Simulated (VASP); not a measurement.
# HfSiO4 (Hafnon) (I4_1/amd) in VASP: settings compared

Aim: see how the results for HfSiO4 (Hafnon) move with the level of theory and the settings. Levels: RPBE+D4, PBE, PBEsol. Tasks: single point.

All numbers are computed with VASP 6.6.1; they aren't measurements. Logs are shortened: lines on timing, memory, paths and dates and some standing lists are left out, and cuts for length are marked.

## (1) The cell of the first run

It takes space group I4_1/amd (No. 141, tetragonal). The conventional cell has a = 6.601 Å, b = 6.601 Å, c = 6.013 Å, α = 90.00°, β = 90.00°, γ = 90.00°. Hf (site symmetry -4m2) has 8 O at 2.12 to 2.28 Å within 2.8 Å. Si (site symmetry -4m2) has 4 O at 1.63 Å within 2.2 Å. O (site symmetry m) has 1 Si at 1.63 Å and 1 Hf at 2.12 Å within 2.2 Å.

## (2) Single point, RPBE+D4

INCAR reads:

```
SYSTEM = HfSiO4
  ALGO = Normal
  EDIFF = 1E-6
  ENCUT = 520
  GGA = RP
  ISIF = 2
  ISMEAR = -1
  IVDW = 13
  LASPH = .TRUE.
  LCHARG = .FALSE.
  LREAL = .FALSE.
  LWAVE = .FALSE.
  NBANDS = 50
  NELM = 100
  PREC = Accurate
  SIGMA = 0.05
```

KPOINTS reads:

```
k-points
0
G
  6 6 6
  0 0 0
```

POSCAR reads:

```
HfSiO4
1.0
   -3.3004702891      3.3004702891      3.0065524985
    3.3004702891     -3.3004702891      3.0065524985
    3.3004702891      3.3004702891     -3.0065524985
Hf Si O
2 2 8
Direct
    0.0000000000      0.0000000000      0.0000000000
    0.7500000000      0.2500000000      0.5000000000
    0.5000000000      0.5000000000      0.0000000000
    0.2500000000      0.7500000000      0.5000000000
    0.6800025165      0.4945888257      0.8145863092
    0.2445888257      0.9300025165      0.3145863092
    0.6800025165      0.8654162073      0.1854136908
    0.6154162073      0.9300025165      0.6854136908
    0.0699974835      0.3845837927      0.3145863092
    0.5054111743      0.3199974835      0.1854136908
    0.0699974835      0.7554111743      0.6854136908
    0.1345837927      0.3199974835      0.8145863092
```

Potentials or basis: VASP PAW PBE potentials, release 64 (Hf_pv, Si, O).

The run is started by

```
$ cat potpaw_PBE.64/Hf_pv/POTCAR potpaw_PBE.64/Si/POTCAR potpaw_PBE.64/O/POTCAR > POTCAR
$ mpirun -np 1 vasp_std > vasp.out
```

OUTCAR:

```text
SYSTEM = HfSiO4
   EDIFF = 1E-6
   ENCUT = 520
   GGA = RP
   ISIF = 2
   ISMEAR = -1
   IVDW = 13
   LASPH = .TRUE.
   LREAL = .FALSE.
   NELM = 100
   PREC = Accurate

 ion  position               nearest neighbor table
   1  0.000  0.000  0.000-   8 2.12   9 2.12   6 2.12  11 2.12   7 2.28  12 2.28  10 2.28   5 2.28
                             3 3.01   3 3.01   2 3.63   2 3.63   2 3.63   2 3.63
   2  0.750  0.250  0.500-   7 2.12  12 2.12  10 2.12   5 2.12   8 2.28   9 2.28  11 2.28   6 2.28
                             4 3.01   4 3.01   1 3.63   1 3.63   1 3.63   1 3.63
   3  0.500  0.500  0.000-   5 1.63  10 1.63   7 1.63  12 1.63   1 3.01   1 3.01
   4  0.250  0.750  0.500-   6 1.63  11 1.63   9 1.63   8 1.63   2 3.01   2 3.01
   5  0.680  0.495  0.815-   3 1.63   2 2.12   1 2.28
   6  0.245  0.930  0.315-   4 1.63   1 2.12   2 2.28
   7  0.680  0.865  0.185-   3 1.63   2 2.12   1 2.28
   8  0.615  0.930  0.685-   4 1.63   1 2.12   2 2.28
   9  0.070  0.385  0.315-   4 1.63   1 2.12   2 2.28
  10  0.505  0.320  0.185-   3 1.63   2 2.12   1 2.28
  11  0.070  0.755  0.685-   4 1.63   1 2.12   2 2.28
  12  0.135  0.320  0.815-   3 1.63   2 2.12   1 2.28

  LATTYP: Found a body centered tetragonal cell.
 ALAT       =     6.6009405782
 C/A-ratio  =     0.9109466940

  Lattice vectors:

 A1 = (  -3.3004702891,   3.3004702891,   3.0065524985)
 A2 = (   3.3004702891,  -3.3004702891,   3.0065524985)
 A3 = (   3.3004702891,   3.3004702891,  -3.0065524985)

Analysis of symmetry for initial positions (statically):
=====================================================================
 Subroutine PRICEL returns:
 Original cell was already a primitive cell.

 Routine SETGRP: Setting up the symmetry group for a
 body centered tetragonal supercell.

 Subroutine GETGRP returns: Found 16 space group operations
 (whereof  8 operations were pure point group operations)
 out of a pool of 16 trial point group operations.

The static configuration has the point symmetry D_2d.
 The point group associated with its full space group is D_4h.

Analysis of symmetry for dynamics (positions and initial velocities):
=====================================================================
 Subroutine PRICEL returns:
 Original cell was already a primitive cell.

 Routine SETGRP: Setting up the symmetry group for a
 body centered tetragonal supercell.

 Subroutine GETGRP returns: Found 16 space group operations
 (whereof  8 operations were pure point group operations)
 out of a pool of 16 trial point group operations.

The dynamic configuration has the point symmetry D_2d.
 The point group associated with its full space group is D_4h.

 Subroutine INISYM returns: Found 16 space group operations
 (whereof  8 operations are pure point group operations),
 and found     1 'primitive' translations

----------------------------------------------------------------------------------------

                                     Primitive cell

  volume of cell :     131.0028

  direct lattice vectors                    reciprocal lattice vectors
    -3.300470289  3.300470289  3.006552499     0.000000000  0.151493562  0.166303432
     3.300470289 -3.300470289  3.006552499     0.151493562  0.000000000  0.166303432
     3.300470289  3.300470289 -3.006552499     0.151493562  0.151493562  0.000000000

  length of vectors
     5.552077646  5.552077646  5.552077646     0.224960287  0.224960287  0.214244250

  position of ions in fractional coordinates (direct lattice)
     0.000000000  0.000000000  0.000000000
     0.750000000  0.250000000  0.500000000
     0.500000000  0.500000000  0.000000000
     0.250000000  0.750000000  0.500000000
     0.680002516  0.494588826  0.814586309
     0.244588826  0.930002516  0.314586309
     0.680002516  0.865416207  0.185413691
     0.615416207  0.930002516  0.685413691
     0.069997484  0.384583793  0.314586309
     0.505411174  0.319997484  0.185413691
     0.069997484  0.755411174  0.685413691
     0.134583793  0.319997484  0.814586309

  ion indices of the primitive-cell ions
   primitive index   ion index
                 1           1
                 2           2
                 3           3
                 4           4
                 5           5
                 6           6
                 7           7
                 8           8
                 9           9
                10          10
                11          11
                12          12

----------------------------------------------------------------------------------------

 KPOINTS: k-points

Automatic generation of k-mesh.
 Grid dimensions read from file:
 generate k-points for:    6    6    6

 Generating k-lattice:

  Cartesian coordinates                     Fractional coordinates (reciprocal lattice)
     0.000000000  0.025248927  0.027717239     0.166666667  0.000000000  0.000000000
     0.025248927  0.000000000  0.027717239     0.000000000  0.166666667  0.000000000
     0.025248927  0.025248927  0.000000000     0.000000000  0.000000000  0.166666667

  Length of vectors
     0.037493381  0.037493381  0.035707375

  Shift w.r.t. Gamma in fractional coordinates (k-lattice)
     0.000000000  0.000000000  0.000000000

 Subroutine IBZKPT returns following result:
 ===========================================

 Found     30 irreducible k-points:

 Following reciprocal coordinates:
            Coordinates               Weight
  0.000000  0.000000  0.000000      1.000000
  0.166667  0.000000  0.000000      8.000000
  0.333333  0.000000 -0.000000      8.000000
  0.500000  0.000000  0.000000      4.000000
  0.166667  0.166667  0.000000      8.000000
  0.333333  0.166667  0.000000     16.000000
[... 16 lines left out ...]
 -0.333333 -0.333333  0.166667      8.000000
 -0.166667 -0.333333  0.166667      8.000000
 [... further k-points ...]
   k-points           NKPTS =     30   k-points in BZ     NKDIM =     30   number of bands    NBANDS=     50
   number of dos      NEDOS =    301   number of ions     NIONS =     12
   total plane-waves  NPLWV =  74088
   dimension x,y,z NGX =    42 NGY =   42 NGZ =   42
   dimension x,y,z NGXF=    84 NGYF=   84 NGZF=   84
   ions per type =               2   2   8
   NGX,Y,Z   is equivalent  to a cutoff of  12.58, 12.58, 12.58 a.u.
   NGXF,Y,Z  is equivalent  to a cutoff of  25.15, 25.15, 25.15 a.u.
 SYSTEM =  HfSiO4
   PREC   = accura    normal or accurate (medium, high low for compatibility)
   ISTART =      0    job   : 0-new  1-cont  2-samecut
   ICHARG =      2    charge: 1-file 2-atom 10-const
   ISPIN  =      1    spin polarized calculation?
   LNONCOLLINEAR =      F non collinear calculations
   LSORBIT =      F    spin-orbit coupling
   LASPH  =      T    aspherical Exc in radial PAW
   ENCUT  =  520.0 eV  38.22 Ry    6.18 a.u.  10.32 10.32 10.32*2*pi/ulx,y,z
   NELM   =    100;   NELMIN=  2; NELMDL= -5     # of ELM steps
   EDIFF  = 0.1E-05   stopping-criterion for ELM
   LREAL  =      F    real-space projection
   EDIFFG = 0.1E-04   stopping-criterion for IOM
   NSW    =      0    number of steps for IOM
   IBRION =     -1    ionic relax: 0-MD 1-quasi-New 2-CG
   NFREE  =      0    steps in history (QN), initial steepest desc. (CG)
   ISIF   =      2    stress and relaxation
   ISYM   =      2    0-nonsym 1-usesym 2-fastsym
   POTIM  = 0.5000    time-step for ionic-motion
   TEBEG  =    0.0;   TEEND  =   0.0 temperature during run
   PSTRESS=    0.0 pullay stress
   NELECT =      76.0000    total number of electrons
   NUPDOWN=      -1.0000    fix difference up-down
   EMIN   =  10.00;   EMAX   =-10.00  energy-range for DOS
   EFERMI =   0.00;   METHOD = LEGACY
   ISMEAR =    -1;   SIGMA  =   0.05  broadening in eV -4-tet -1-fermi 0-gaus
   EFERMI_NEDOS =   21; number of points for ismear=-14 and -15
   IALGO  =     38    algorithm
   IMIX   =      4    mixing-type and parameters
     AMIX     =   0.40;   BMIX     =  1.00
     AMIX_MAG =   1.60;   BMIX_MAG =  1.00
  volume/ion in A,a.u.               =      10.92        73.67
  Fermi-wavevector in a.u.,A,eV,Ry     =   1.365377  2.580188 25.364716  1.864254
  Thomas-Fermi vector in A             =   2.491611
   LORBIT       =      0    0 simple, 1 ext, 2 COOP (PROOUT), +10 PAW based schemes
   GGA     = RP    functional components
   LHFCALC =     F    Hartree Fock is set to
   AEXX    =    0.0000 exact exchange contribution
   IVDW    =    13    specifies the selected vdW correction
   LEPSILON=     F    determine dielectric tensor
   LRPA    =     F    only Hartree local field effects (RPA)
 non-spin polarized calculation
  energy-cutoff  :      520.00
  volume of cell :      131.00
 maximum number of plane-waves:      3572
 NGX is ok and might be reduce to    42
   NGX = 21   NGY = 21   NGZ = 21

 number of electron      76.0000008 magnetization

 Free energy of the ion-electron system (eV)
  ---------------------------------------------------
  ext. energy  EPLUGINS =         0.00000000
  ---------------------------------------------------
  free energy    TOTEN  =      -103.85472674 eV

  energy without entropy =     -103.85472674  energy(sigma->0) =     -103.85472674

 E-fermi :   4.3883     XC(G=0): -10.7730

 val. band max:        3.3247910172   @ k =   0.0000   0.0000   0.0000
 cond. band min:       8.7340624444   @ k =   0.3333   0.3333   0.1667
 fundamental gap:      5.4092714273
 Fermi energy:         4.3883464569

 k-point     1 :       0.0000    0.0000    0.0000
  band No.  band energies     occupation
      1     -26.1543      2.00000
      2     -26.1543      2.00000
      3     -26.0848      2.00000
      4     -26.0736      2.00000
      5     -25.9915      2.00000
      6     -25.9915      2.00000
[... 42 lines left out ...]
     49      12.4932      0.00000
     50      13.0968      0.00000
[... 1217 lines left out ...]
     49      12.0346      0.00000
     50      13.0558      0.00000

 [... further k-points ...]

------------------------ aborting loop because EDIFF is reached ----------------------------------------

  DFT-D4 for vdW energy calculation

  Edisp (eV):   -4.99331

  FORCE on cell =-STRESS in cart. coord.  units (eV):
  Direction    XX          YY          ZZ          XY          YZ          ZX
  --------------------------------------------------------------------------------------
  -------------------------------------------------------------------------------------
  Total      -1.67743    -1.67743    -1.51209     0.00000     0.00000     0.00000
  in kB     -20.51512   -20.51512   -18.49306     0.00000     0.00000     0.00000
  external pressure =      -19.84 kB  Pullay stress =        0.00 kB

 VOLUME and BASIS-vectors are now :
 -----------------------------------------------------------------------------
  energy-cutoff  :      520.00
  volume of cell :      131.00
      direct lattice vectors                 reciprocal lattice vectors
    -3.300470289  3.300470289  3.006552499     0.000000000  0.151493562  0.166303432
     3.300470289 -3.300470289  3.006552499     0.151493562  0.000000000  0.166303432
     3.300470289  3.300470289 -3.006552499     0.151493562  0.151493562  0.000000000

 POSITION                                       TOTAL-FORCE (eV/Angst)
 -----------------------------------------------------------------------------------
      0.00000      0.00000      0.00000        -0.000000     -0.000000      0.000000
     -0.00000      3.30047      1.50328        -0.000000     -0.000000      0.000000
      0.00000      0.00000      3.00655        -0.000000     -0.000000      0.000000
      3.30047     -0.00000      1.50328        -0.000000     -0.000000      0.000000
      2.07657      3.30047      1.08237        -0.103212     -0.000000      0.103868
      3.30047     -1.22390      2.58565        -0.000000     -0.103212      0.103868
      1.22390     -0.00000      4.08893         0.103212     -0.000000      0.103868
      3.30047      1.22390      2.58565        -0.000000      0.103212      0.103868
      2.07657      0.00000      0.42090        -0.103212     -0.000000     -0.103868
      0.00000      1.22390      1.92418        -0.000000      0.103212     -0.103868
      4.52438      0.00000      0.42090         0.103212     -0.000000     -0.103868
      3.30047      2.07657     -1.08237         0.000000     -0.103212     -0.103868
 -----------------------------------------------------------------------------------
    total drift:                               -0.000000     -0.000000      0.000000

  FREE ENERGIE OF THE ION-ELECTRON SYSTEM (eV)
  ---------------------------------------------------
  free  energy   TOTEN  =      -108.8480353937 eV

  energy  without entropy=     -108.8480353937  energy(sigma->0) =     -108.84803539
```

Wall time 5.9 min (1 thread of AMD EPYC 7R43 (Zen 3), shared host); peak memory 0.3 GiB.

What came out:

- Free energy: -108.8480 eV
- Pressure: -2.0 GPa
- Largest force: 0.146 eV/Å
- Band gap on the k mesh: 5.41 eV, indirect (least direct gap 5.76 eV)
- Dispersion energy per atom: -0.416 eV

Forces on the atoms (eV/Å):
```
Hf   0.000  0.000  0.000
Hf   0.000  0.000  0.000
Si   0.000  0.000  0.000
Si   0.000  0.000  0.000
O   -0.103  0.000  0.104
O    0.000 -0.103  0.104
O    0.103  0.000  0.104
O    0.000  0.103  0.104
O   -0.103  0.000 -0.104
O    0.000  0.103 -0.104
O    0.103  0.000 -0.104
O    0.000 -0.103 -0.104
```

Stress tensor (GPa, compression positive):
```
-2.05  0.00  0.00
 0.00 -2.05  0.00
 0.00  0.00 -1.85
```

Caveat: the PAW data sets were made with another functional, which shifts forces and pressure a little; spin-orbit coupling is left out, which moves the levels of the heavy elements. A k mesh can miss the band edges.

## (3) Single point, PBE

This run uses another cell than the first one, of 10.52 Å³/atom, 0.964 times its volume.

INCAR reads:

```
SYSTEM = HfSiO4
  ALGO = Normal
  EDIFF = 1E-6
  ENCUT = 600
  GGA = PE
  GGA_COMPAT = .FALSE.
  ISIF = 2
  ISMEAR = -1
  LASPH = .TRUE.
  LCHARG = .TRUE.
  LELF = .TRUE.
  LREAL = .FALSE.
  LVHAR = .TRUE.
  LWAVE = .FALSE.
  NBANDS = 50
  NELM = 120
  PREC = Accurate
  SIGMA = 0.05
```

KPOINTS reads:

```
k-points
0
G
  5 5 5
  0 0 0
```

POSCAR reads:

```
HfSiO4
1.0
   -3.2862500000      3.2862500000      2.9219680000
    3.2862500000     -3.2862500000      2.9219680000
    3.2862500000      3.2862500000     -2.9219680000
Hf Si O
2 2 8
Direct
    0.0000000000      0.0000000000      0.0000000000
    0.7500000000      0.2500000000      0.5000000000
    0.5000000000      0.5000000000      0.0000000000
    0.2500000000      0.7500000000      0.5000000000
    0.6809141898      0.4951344660      0.8142202763
    0.2451344660      0.9309141898      0.3142202763
    0.6809141898      0.8666939135      0.1857797237
    0.6166939135      0.9309141898      0.6857797237
    0.0690858102      0.3833060865      0.3142202763
    0.5048655340      0.3190858102      0.1857797237
    0.0690858102      0.7548655340      0.6857797237
    0.1333060865      0.3190858102      0.8142202763
```

Potentials or basis: VASP PAW PBE potentials, release 64 (Hf_pv, Si, O).

The run is started by

```
$ cat potpaw_PBE.64/Hf_pv/POTCAR potpaw_PBE.64/Si/POTCAR potpaw_PBE.64/O/POTCAR > POTCAR
$ mpirun -np 1 vasp_std > vasp.out
```

Wall time 1.7 min (1 thread of Intel Xeon Platinum 8488C (Sapphire Rapids), shared host); peak memory 0.38 GiB.

It converged, with:

```
Free energy            : -108.4644 eV
Pressure               : 10.7 GPa
Largest force          : 0.195 eV/Å
Band gap on the k mesh : 5.52 eV, indirect (least direct gap 5.86 eV)
```

Forces in eV/Å, atoms in the order of the input:
```
Hf   0.000  0.000  0.000
Hf   0.000  0.000  0.000
Si   0.000  0.000  0.000
Si   0.000  0.000  0.000
O   -0.137  0.000  0.139
O    0.000 -0.137  0.139
O    0.137  0.000  0.139
O    0.000  0.137  0.139
O   -0.137  0.000 -0.139
O    0.000  0.137 -0.139
O    0.137  0.000 -0.139
O    0.000 -0.137 -0.139
```

Stress tensor (GPa, compression positive):
```
 7.96  0.00  0.00
 0.00  7.96  0.00
 0.00  0.00 16.22
```

Levels at points of the mesh, in eV from the valence-band top:
| k point | band 36 | band 37 | band 38 | band 39 | band 40 | band 41 |
| --- | --- | --- | --- | --- | --- | --- |
| (0.00, 0.00, 0.00) | -0.58 | -0.58 | 0.00 | 5.86 | 6.25 | 6.41 |

Caveat: spin-orbit coupling is left out, which moves the levels of the heavy elements.

## (4) Single point, PBEsol

This run uses another cell than the first one, of 10.95 Å³/atom, 1.003 times its volume.

INCAR reads:

```
SYSTEM = HfSiO4
ALGO = Normal
EDIFF = 1E-6
ENCUT = 600
GGA = PS
GGA_COMPAT = .False.
ISIF = 2
ISMEAR = -1
LASPH = .True.
LCHARG = .False.
LREAL = .False.
LWAVE = .False.
NBANDS = 50
NELM = 120
PREC = Accurate
SIGMA = 0.05
```

KPOINTS reads:

```
k-points
0
Gamma
  6 6 6
  0 0 0
```

POSCAR reads:

```
HfSiO4
1.0
   -3.3080138793      3.3080138793      3.0013462708
    3.3080138793     -3.3080138793      3.0013462708
    3.3080138793      3.3080138793     -3.0013462708
Hf Si O
2 2 8
Direct
    0.0000000000      0.0000000000      0.0000000000
    0.7500000000      0.2500000000      0.5000000000
    0.5000000000      0.5000000000      0.0000000000
    0.2500000000      0.7500000000      0.5000000000
    0.6802000000      0.4957000000      0.8155000000
    0.2457000000      0.9302000000      0.3155000000
    0.6802000000      0.8647000000      0.1845000000
    0.6147000000      0.9302000000      0.6845000000
    0.0698000000      0.3853000000      0.3155000000
    0.5043000000      0.3198000000      0.1845000000
    0.0698000000      0.7543000000      0.6845000000
    0.1353000000      0.3198000000      0.8155000000
```

The run is started by

```
$ cat potpaw_PBE.64/Hf_pv/POTCAR potpaw_PBE.64/Si/POTCAR potpaw_PBE.64/O/POTCAR > POTCAR
$ mpirun -np 1 vasp_std > vasp.out
```

Run time: 3.3 min. Hardware: 1 thread of Intel Xeon Platinum 8488C (Sapphire Rapids), shared host; peak memory 0.42 GiB.

It converged, with:

- Free energy: -113.4092 eV
- Pressure: -5.0 GPa
- Largest force: 0.503 eV/Å
- Band gap on the k mesh: 5.22 eV, indirect (least direct gap 5.57 eV)

Forces on the atoms (eV/Å):
```
Hf   0.000  0.000  0.000
Hf   0.000  0.000  0.000
Si   0.000  0.000  0.000
Si   0.000  0.000  0.000
O   -0.311  0.000  0.395
O    0.000 -0.311  0.395
O    0.311  0.000  0.395
O    0.000  0.311  0.395
O   -0.311  0.000 -0.395
O    0.000  0.311 -0.395
O    0.311  0.000 -0.395
O    0.000 -0.311 -0.395
```

Stress tensor (GPa, compression positive):
```
-4.93  0.00  0.00
 0.00 -4.93  0.00
 0.00  0.00 -5.05
```

Levels at points of the mesh, in eV from the valence-band top:
| k point | band 35 | band 36 | band 37 | band 38 | band 39 | band 40 | band 41 | band 42 |
| --- | --- | --- | --- | --- | --- | --- | --- | --- |
| (0.00, 0.00, 0.00) | -0.60 | -0.60 | -0.55 | 0.00 | 5.60 | 5.88 | 5.91 | 6.03 |
| (0.50, 0.00, 0.00) | -0.96 | -0.83 | -0.26 | -0.21 | 5.48 | 5.63 | 6.36 | 6.54 |
| (0.50, 0.50, 0.00) | -0.92 | -0.92 | -0.60 | -0.60 | 5.23 | 5.23 | 6.31 | 6.31 |
| (0.50, 0.50, 0.50) | -1.10 | -1.10 | -0.90 | -0.90 | 6.06 | 6.06 | 6.39 | 6.39 |

Caveat: the PAW data sets were made with another functional, which shifts forces and pressure a little; spin-orbit coupling is left out, which moves the levels of the heavy elements. A k mesh can miss the band edges.

(Part 1 of 2 ends here.)
